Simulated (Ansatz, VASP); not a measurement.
## NaCl in VASP and in Ansatz

```
Na Cl
1.0
    -0.01682    2.79990    2.79990
     2.79990   -0.01682    2.79990
     2.79990    2.79990   -0.01682
Na Cl
1 1
Cartesian
  0.0000 0.0000 0.0000
  2.7915 2.7915 2.7915
```

Change from the starting cell: epitaxial_111 strain +0.5%.

Alike in both runs: task single point; functional PBE; k mesh 8 × 8 × 8; occupations fermi-dirac, width 0.02 eV; no spin polarisation.

|  | VASP | Ansatz |
| --- | --- | --- |
| version | VASP 6.6.1 | Ansatz 0.2.0 |
| potentials or method | VASP PAW PBE potentials, release 64 (Na_pv, Cl) | plane waves, PAW |
| plane-wave cutoff (eV) | 520 | 420 |
| valence electrons in the cell | 14 | 16 |

```csv
,VASP,Ansatz,Ansatz less VASP
gap on the k mesh at the Fermi level (eV),5.13,5.13,0.000
pressure (GPa),1.1,1.1,+0.03
"traceless stress, the component that is largest in VASP (GPa)",0.07,0.07,0.000
```

VASP's potentials hold 14 valence electrons a cell and Ansatz's 16, so a difference there can come from the potentials and not from the codes.
